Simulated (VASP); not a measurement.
WC (Qusongite): single point with PBE

Crystal: WC (Qusongite).

```
W C
1.0
     2.84717    0.00000    0.00000
    -1.42358    2.46572    0.00000
     0.00000    0.00000    2.77869
W C
1 1
Cartesian
  0.0000 0.0000 0.0000
  1.4236 0.8219 1.3893
```

| Property | Result |
| --- | --- |
| Program | VASP 6.6.1 |
| Task | single point |
| Functional | PBE |
| Potentials or basis | VASP PAW PBE potentials, release 64 (W_sv, C) |
| Cutoff | 520 eV |
| k mesh | 11 × 11 × 10 |
| Occupations | fermi-dirac, width 0.15 eV |
| Spin | no spin polarisation |

| Property | Result |
| --- | --- |
| Pressure | 36.0 GPa |
| Band gap on the k mesh | zero (band 9 reaches 12.63 eV, above the bottom of band 10 at 11.33 eV) |

Stress tensor (GPa, compression positive):
```
34.79  0.00  0.00
 0.00 34.79  0.00
 0.00  0.00 38.42
```

Levels at points of the mesh, in eV from the Fermi level:
```csv
k point,band 6,band 7,band 8,band 9,band 10,band 11,band 12,band 13
"(0.00, 0.00, 0.00)",-4.75,-3.68,-3.68,0.03,3.46,3.46,5.90,5.90
"(0.00, 0.00, 0.50)",-9.13,-2.26,-2.26,-0.73,-0.73,3.86,4.61,4.61
```

Wall time 14 s on 1 thread of Intel(R) Xeon(R) Platinum 8375C CPU @ 2.90GHz (Ice Lake) (shared host), peak memory 0.15 GiB.

Caveat: spin-orbit coupling is left out, which moves the levels of the heavy elements.
